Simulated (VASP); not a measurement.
# SnSe (Pnma) in VASP: further runs

SnSe is run at these levels: PBE, r2SCAN; tasks: single point.

All numbers are computed with VASP 6.6.1; they aren't measurements. Logs are shortened: lines on timing, memory, paths and dates and some standing lists are left out, and cuts for length are marked.

### Step 1. The cell of the first run

It takes space group Pnma (No. 62, orthorhombic). The conventional cell has a = 11.739 Å, b = 4.129 Å, c = 4.547 Å, α = 90.00°, β = 90.00°, γ = 90.00°. Within 3.7 Å of Sn (site symmetry m) lie 6 Se at 2.75 to 3.59 Å and 2 Sn at 3.65 Å. Within 3.6 Å of Se (site symmetry m) lie 6 Sn at 2.75 to 3.59 Å.

### Step 2. Single point, PBE (uniaxial z strain -3.0%)

The input, INCAR:

```
SYSTEM = SnSe
PREC     = Accurate       ! precision mode
ENCUT    = 520            ! plane-wave cutoff, eV
EDIFF    = 1E-6           ! SCF threshold, eV
ISMEAR   = -1             ! smearing method
SIGMA    = 0.02           ! smearing width, eV
LREAL    = .False.        ! projectors in reciprocal space
LASPH    = .True.         ! aspherical terms in the spheres
NELM     = 100            ! most SCF steps
ALGO     = Normal         ! electronic algorithm
ISIF     = 2              ! what is computed and relaxed
LWAVE    = .False.        ! write WAVECAR
LCHARG   = .False.        ! write CHGCAR
GGA      = PE             ! functional
NBANDS   = 50             ! bands
```

The input, KPOINTS:

```
regular mesh
0
Gamma
  2 6 6
  0 0 0
```

The input, POSCAR:

```
SnSe
1.0
   11.7392579279      0.0000000000      0.0000000000
    0.0000000000      4.1294738267      0.0000000000
    0.0000000000      0.0000000000      4.5474405905
Sn Se
4 4
Direct
    0.6207833270      0.7500000000      0.3892272640
    0.8792166730      0.2500000000      0.8892272640
    0.3792166730      0.2500000000      0.6107727360
    0.1207833270      0.7500000000      0.1107727360
    0.1480463256      0.2500000000      0.5120129752
    0.6480463256      0.2500000000      0.9879870248
    0.3519536744      0.7500000000      0.0120129752
    0.8519536744      0.7500000000      0.4879870248
```

Potentials or basis: VASP PAW PBE potentials, release 64 (Sn_d, Se).

Launch:

```sh
$ cat potpaw_PBE.64/Sn_d/POTCAR potpaw_PBE.64/Se/POTCAR > POTCAR
$ mpirun -np 1 vasp_std > vasp.out
```

OUTCAR:

```text
SYSTEM = SnSe
   PREC = Accurate
   ENCUT = 520
   EDIFF = 1E-6
   ISMEAR = -1
   LREAL = .False.
   LASPH = .True.
   NELM = 100
   ISIF = 2
   GGA = PE

 ion  position               nearest neighbor table
   1  0.621  0.750  0.389-   8 2.75   6 2.77   6 2.77   3 3.65   3 3.65
   2  0.879  0.250  0.889-   6 2.75   8 2.77   8 2.77   4 3.65   4 3.65
   3  0.379  0.250  0.611-   5 2.75   7 2.77   7 2.77   1 3.65   1 3.65
   4  0.121  0.750  0.111-   7 2.75   5 2.77   5 2.77   2 3.65   2 3.65
   5  0.148  0.250  0.512-   3 2.75   4 2.77   4 2.77
   6  0.648  0.250  0.988-   2 2.75   1 2.77   1 2.77
   7  0.352  0.750  0.012-   4 2.75   3 2.77   3 2.77
   8  0.852  0.750  0.488-   1 2.75   2 2.77   2 2.77

  LATTYP: Found a simple orthorhombic cell.
 ALAT       =     4.1294738267
 B/A-ratio  =     1.1012155014
 C/A-ratio  =     2.8427975138

  Lattice vectors:

 A1 = (   0.0000000000,   4.1294738267,   0.0000000000)
 A2 = (   0.0000000000,   0.0000000000,   4.5474405905)
 A3 = (  11.7392579279,   0.0000000000,   0.0000000000)

Analysis of symmetry for initial positions (statically):
=====================================================================
 Subroutine PRICEL returns:
 Original cell was already a primitive cell.

 Routine SETGRP: Setting up the symmetry group for a
 simple orthorhombic supercell.

 Subroutine GETGRP returns: Found  8 space group operations
 (whereof  2 operations were pure point group operations)
 out of a pool of  8 trial point group operations.

The static configuration has the point symmetry S_2 .
 The point group associated with its full space group is D_2h.

Analysis of symmetry for dynamics (positions and initial velocities):
=====================================================================
 Subroutine PRICEL returns:
 Original cell was already a primitive cell.

 Routine SETGRP: Setting up the symmetry group for a
 simple orthorhombic supercell.

 Subroutine GETGRP returns: Found  8 space group operations
 (whereof  2 operations were pure point group operations)
 out of a pool of  8 trial point group operations.

The dynamic configuration has the point symmetry S_2 .
 The point group associated with its full space group is D_2h.

 Subroutine INISYM returns: Found  8 space group operations
 (whereof  2 operations are pure point group operations),
 and found     1 'primitive' translations

----------------------------------------------------------------------------------------

                                     Primitive cell

  volume of cell :     220.4461

  direct lattice vectors                    reciprocal lattice vectors
    11.739257928  0.000000000  0.000000000     0.085184260  0.000000000  0.000000000
     0.000000000  4.129473827  0.000000000     0.000000000  0.242161603  0.000000000
     0.000000000  0.000000000  4.547440590     0.000000000  0.000000000  0.219903917

  length of vectors
    11.739257928  4.129473827  4.547440590     0.085184260  0.242161603  0.219903917

  position of ions in fractional coordinates (direct lattice)
     0.620783327  0.750000000  0.389227264
     0.879216673  0.250000000  0.889227264
     0.379216673  0.250000000  0.610772736
     0.120783327  0.750000000  0.110772736
     0.148046326  0.250000000  0.512012975
     0.648046326  0.250000000  0.987987025
     0.351953674  0.750000000  0.012012975
     0.851953674  0.750000000  0.487987025

  ion indices of the primitive-cell ions
   primitive index   ion index
                 1           1
                 2           2
                 3           3
                 4           4
                 5           5
                 6           6
                 7           7
                 8           8

----------------------------------------------------------------------------------------

 KPOINTS: regular mesh

Automatic generation of k-mesh.
 Grid dimensions read from file:
 generate k-points for:    2    6    6

 Generating k-lattice:

  Cartesian coordinates                     Fractional coordinates (reciprocal lattice)
     0.042592130  0.000000000  0.000000000     0.500000000  0.000000000  0.000000000
     0.000000000  0.040360267  0.000000000     0.000000000  0.166666667  0.000000000
     0.000000000  0.000000000  0.036650653     0.000000000  0.000000000  0.166666667

  Length of vectors
     0.042592130  0.040360267  0.036650653

  Shift w.r.t. Gamma in fractional coordinates (k-lattice)
     0.000000000  0.000000000  0.000000000

 Subroutine IBZKPT returns following result:
 ===========================================

 Found     32 irreducible k-points:

 Following reciprocal coordinates:
            Coordinates               Weight
  0.000000  0.000000  0.000000      1.000000
  0.500000  0.000000  0.000000      1.000000
  0.000000  0.166667  0.000000      2.000000
  0.500000  0.166667  0.000000      2.000000
  0.000000  0.333333  0.000000      2.000000
  0.500000  0.333333  0.000000      2.000000
[... 16 lines left out ...]
  0.000000  0.500000  0.333333      2.000000
  0.500000  0.500000  0.333333      2.000000
 [... further k-points ...]
   k-points           NKPTS =     32   k-points in BZ     NKDIM =     32   number of bands    NBANDS=     50
   number of dos      NEDOS =    301   number of ions     NIONS =      8
   total plane-waves  NPLWV = 103680
   dimension x,y,z NGX =    90 NGY =   32 NGZ =   36
   dimension x,y,z NGXF=   180 NGYF=   64 NGZF=   72
   ions per type =               4   4
   NGX,Y,Z   is equivalent  to a cutoff of  12.75, 12.88, 13.16 a.u.
   NGXF,Y,Z  is equivalent  to a cutoff of  25.49, 25.77, 26.32 a.u.
 SYSTEM =  SnSe
   PREC   = accura    normal or accurate (medium, high low for compatibility)
   ISTART =      0    job   : 0-new  1-cont  2-samecut
   ICHARG =      2    charge: 1-file 2-atom 10-const
   ISPIN  =      1    spin polarized calculation?
   LNONCOLLINEAR =      F non collinear calculations
   LSORBIT =      F    spin-orbit coupling
   LASPH  =      T    aspherical Exc in radial PAW
   ENCUT  =  520.0 eV  38.22 Ry    6.18 a.u.  21.83  7.68  8.46*2*pi/ulx,y,z
   NELM   =    100;   NELMIN=  2; NELMDL= -5     # of ELM steps
   EDIFF  = 0.1E-05   stopping-criterion for ELM
   LREAL  =      F    real-space projection
   EDIFFG = 0.1E-04   stopping-criterion for IOM
   NSW    =      0    number of steps for IOM
   IBRION =     -1    ionic relax: 0-MD 1-quasi-New 2-CG
   NFREE  =      0    steps in history (QN), initial steepest desc. (CG)
   ISIF   =      2    stress and relaxation
   ISYM   =      2    0-nonsym 1-usesym 2-fastsym
   POTIM  = 0.5000    time-step for ionic-motion
   TEBEG  =    0.0;   TEEND  =   0.0 temperature during run
   PSTRESS=    0.0 pullay stress
   NELECT =      80.0000    total number of electrons
   NUPDOWN=      -1.0000    fix difference up-down
   EMIN   =  10.00;   EMAX   =-10.00  energy-range for DOS
   EFERMI =   0.00;   METHOD = LEGACY
   ISMEAR =    -1;   SIGMA  =   0.02  broadening in eV -4-tet -1-fermi 0-gaus
   EFERMI_NEDOS =   21; number of points for ismear=-14 and -15
   IALGO  =     38    algorithm
   IMIX   =      4    mixing-type and parameters
     AMIX     =   0.40;   BMIX     =  1.00
     AMIX_MAG =   1.60;   BMIX_MAG =  1.00
  volume/ion in A,a.u.               =      27.56       185.96
  Fermi-wavevector in a.u.,A,eV,Ry     =   1.167716  2.206664 18.552380  1.363561
  Thomas-Fermi vector in A             =   2.304213
   LORBIT       =      0    0 simple, 1 ext, 2 COOP (PROOUT), +10 PAW based schemes
   GGA     = PE    functional components
   LHFCALC =     F    Hartree Fock is set to
   AEXX    =    0.0000 exact exchange contribution
   IVDW    =     0    specifies the selected vdW correction
   LEPSILON=     F    determine dielectric tensor
   LRPA    =     F    only Hartree local field effects (RPA)
 non-spin polarized calculation
  energy-cutoff  :      520.00
  volume of cell :      220.45
 maximum number of plane-waves:      5973
 NGX is ok and might be reduce to    90
   NGX = 43   NGY = 15   NGZ = 17

 number of electron      80.0000010 magnetization

 Free energy of the ion-electron system (eV)
  ---------------------------------------------------
  ext. energy  EPLUGINS =         0.00000000
  ---------------------------------------------------
  free energy    TOTEN  =       -32.80637855 eV

  energy without entropy =      -32.80637855  energy(sigma->0) =      -32.80637855

 E-fermi :   5.4006     XC(G=0):  -9.5304

 val. band max:        5.0693930412   @ k =   0.0000   0.0000   0.3333
 cond. band min:       5.7324080065   @ k =   0.0000   0.3333   0.0000
 fundamental gap:      0.6630149653
 Fermi energy:         5.4005572041

 k-point     1 :       0.0000    0.0000    0.0000
  band No.  band energies     occupation
      1     -16.2004      2.00000
      2     -16.1895      2.00000
      3     -16.1852      2.00000
      4     -16.1812      2.00000
      5     -16.1804      2.00000
      6     -16.1777      2.00000
[... 42 lines left out ...]
     49       9.8247      0.00000
     50      10.0226      0.00000

 k-point     2 :       0.5000    0.0000    0.0000
  band No.  band energies     occupation
      1     -16.1960      2.00000
      2     -16.1960      2.00000
      3     -16.1821      2.00000
      4     -16.1821      2.00000
      5     -16.1802      2.00000
      6     -16.1802      2.00000
[... 42 lines left out ...]
     49       9.9024      0.00000
     50       9.9024      0.00000

 k-point     3 :       0.0000    0.1667    0.0000
  band No.  band energies     occupation
      1     -16.1950      2.00000
      2     -16.1885      2.00000
      3     -16.1841      2.00000
      4     -16.1811      2.00000
      5     -16.1799      2.00000
      6     -16.1783      2.00000
[... 42 lines left out ...]
     49       9.2027      0.00000
     50      10.1043      0.00000

 k-point     4 :       0.5000    0.1667    0.0000
  band No.  band energies     occupation
      1     -16.1920      2.00000
      2     -16.1920      2.00000
      3     -16.1830      2.00000
      4     -16.1830      2.00000
      5     -16.1784      2.00000
      6     -16.1784      2.00000
[... 999 lines left out ...]
 k-point    23 :       0.0000    0.5000    0.3333
  band No.  band energies     occupation
      1     -16.2008      2.00000
      2     -16.2008      2.00000
      3     -16.1965      2.00000
      4     -16.1965      2.00000
      5     -16.1710      2.00000
      6     -16.1710      2.00000
[... 42 lines left out ...]
     49       9.8273      0.00000
     50       9.8273      0.00000

 k-point    24 :       0.5000    0.5000    0.3333
  band No.  band energies     occupation
      1     -16.1987      2.00000
      2     -16.1987      2.00000
      3     -16.1987      2.00000
      4     -16.1987      2.00000
      5     -16.1692      2.00000
      6     -16.1692      2.00000
[... 42 lines left out ...]
     49      10.6882      0.00000
     50      10.6882      0.00000

 [... further k-points ...]

------------------------ aborting loop because EDIFF is reached ----------------------------------------

  FORCE on cell =-STRESS in cart. coord.  units (eV):
  Direction    XX          YY          ZZ          XY          YZ          ZX
  --------------------------------------------------------------------------------------
  -------------------------------------------------------------------------------------
  Total        2.2390394      3.0578921      2.5318280      0.0000000      0.0000000      0.0000000
  in kB       16.2730857     22.2244151     18.4010409      0.0000000      0.0000000      0.0000000
  external PRESSURE =      18.9661806 kB  Pullay stress =       0.0000000 kB

 VOLUME and BASIS-vectors are now :
 -----------------------------------------------------------------------------
  energy-cutoff  :      520.00
  volume of cell :      220.45
      direct lattice vectors                 reciprocal lattice vectors
    11.739257928  0.000000000  0.000000000     0.085184260  0.000000000  0.000000000
     0.000000000  4.129473827  0.000000000     0.000000000  0.242161603  0.000000000
     0.000000000  0.000000000  4.547440590     0.000000000  0.000000000  0.219903917

 POSITION                                       TOTAL-FORCE (eV/Angst)
 -----------------------------------------------------------------------------------
      7.28754      3.09711      1.76999        -0.184276     -0.000000      0.165833
     10.32135      1.03237      4.04371         0.184276     -0.000000      0.165833
      4.45172      1.03237      2.77745         0.184276     -0.000000     -0.165833
      1.41791      3.09711      0.50373        -0.184276      0.000000     -0.165833
      1.73795      1.03237      2.32835        -0.143599      0.000000      0.175832
      7.60758      1.03237      4.49281        -0.143599      0.000000     -0.175832
      4.13167      3.09711      0.05463         0.143599     -0.000000      0.175832
     10.00130      3.09711      2.21909         0.143599      0.000000     -0.175832
 -----------------------------------------------------------------------------------
    total drift:                                0.000000      0.000000     -0.000000

  FREE ENERGIE OF THE ION-ELECTRON SYSTEM (eV)
  ---------------------------------------------------
  free  energy   TOTEN  =       -32.8063785508 eV

  energy  without entropy=      -32.8063785483  energy(sigma->0) =      -32.80637855
```

Wall time 2.5 min (1 thread of Intel Xeon 6975P-C (Granite Rapids), shared host); peak memory 0.47 GiB.

What came out:

| Item | Value |
| --- | --- |
| Free energy | -32.8064 eV |
| Pressure | 1.9 GPa |
| Largest force | 0.248 eV/Å |
| Band gap on the k mesh | 0.66 eV (least direct gap 0.91 eV) |

Forces in eV/Å, atoms in the order of the input:
```
Sn  -0.184  0.000  0.166
Sn   0.184  0.000  0.166
Sn   0.184  0.000 -0.166
Sn  -0.184  0.000 -0.166
Se  -0.144  0.000  0.176
Se  -0.144  0.000 -0.176
Se   0.144  0.000  0.176
Se   0.144  0.000 -0.176
```

Caveat: the cell differs from its parent crystal (uniaxial z strain -3.0%); semilocal functionals underestimate gaps, and a narrow one can read as zero; spin-orbit coupling is left out, which moves the levels of the heavy elements.

### Step 3. Single point, PBE (uniaxial z strain -2.0%)

The input, INCAR:

```
ALGO     = Normal         # electronic algorithm
EDIFF    = 1E-6           # SCF threshold, eV
ENCUT    = 520            # plane-wave cutoff, eV
GGA      = PE             # functional
ISIF     = 2              # what is computed and relaxed
ISMEAR   = -1             # smearing method
LASPH    = True           # aspherical terms in the spheres
LCHARG   = False          # write CHGCAR
LREAL    = False          # projectors in reciprocal space
LWAVE    = False          # write WAVECAR
NBANDS   = 50             # bands
NELM     = 100            # most SCF steps
PREC     = Accurate       # precision mode
SIGMA    = 0.02           # smearing width, eV
```

The input, KPOINTS:

```
k-points
0
Gamma
  2 6 6
```

The input, POSCAR:

```
SnSe
1.0
   11.7392579279      0.0000000000      0.0000000000
    0.0000000000      4.1294738267      0.0000000000
    0.0000000000      0.0000000000      4.5943214213
Sn Se
4 4
Direct
    0.6208818713      0.7500000000      0.3854612998
    0.8791181287      0.2500000000      0.8854612998
    0.3791181287      0.2500000000      0.6145387002
    0.1208818713      0.7500000000      0.1145387002
    0.1480951274      0.2500000000      0.5111801202
    0.6480951274      0.2500000000      0.9888198798
    0.3519048726      0.7500000000      0.0111801202
    0.8519048726      0.7500000000      0.4888198798
```

Potentials or basis: VASP PAW PBE potentials, release 64 (Sn_d, Se).

Launch:

```sh
$ cat potpaw_PBE.64/Sn_d/POTCAR potpaw_PBE.64/Se/POTCAR > POTCAR
$ mpirun -np 1 vasp_std > vasp.out
```

It took 2.4 min on 1 thread of Intel Xeon 6975P-C (Granite Rapids), shared host; peak memory 0.47 GiB.

It converged, with:

| Item | Value |
| --- | --- |
| Free energy | -32.8153 eV |
| Pressure | 1.6 GPa |
| Largest force | 0.248 eV/Å |
| Band gap on the k mesh | 0.69 eV (least direct gap 0.97 eV) |

Forces on the atoms (eV/Å):
```
Sn  -0.182  0.000  0.168
Sn   0.182  0.000  0.168
Sn   0.182  0.000 -0.168
Sn  -0.182  0.000 -0.168
Se  -0.136  0.000  0.178
Se  -0.136  0.000 -0.178
Se   0.136  0.000  0.178
Se   0.136  0.000 -0.178
```

Stress tensor (GPa, compression positive):
```
1.46 0.00 0.00
0.00 1.92 0.00
0.00 0.00 1.51
```

Levels at points of the mesh, in eV from the valence-band top:
```tsv
k point	band 38	band 39	band 40	band 41	band 42	band 43
(0.00, 0.00, 0.00)	-1.06	-0.63	-0.25	0.83	2.77	2.81
(0.50, 0.00, 0.00)	-1.69	-0.41	-0.41	2.45	2.45	2.58
(0.00, 0.50, 0.00)	-0.95	-0.94	-0.94	1.21	1.21	1.31
(0.50, 0.50, 0.00)	-1.07	-1.07	-1.07	1.50	1.50	1.50
(0.00, 0.00, 0.50)	-0.82	-0.13	-0.13	1.38	1.38	1.84
(0.50, 0.00, 0.50)	-0.52	-0.15	-0.15	1.39	1.39	1.82
(0.00, 0.50, 0.50)	-2.04	-1.29	-1.29	2.70	2.70	2.98
(0.50, 0.50, 0.50)	-1.40	-1.40	-1.40	2.53	2.53	2.53
```

Caveat: the cell differs from its parent crystal (uniaxial z strain -2.0%); semilocal functionals underestimate gaps, and a narrow one can read as zero; spin-orbit coupling is left out, which moves the levels of the heavy elements.

(Part 1 of 2 ends here.)
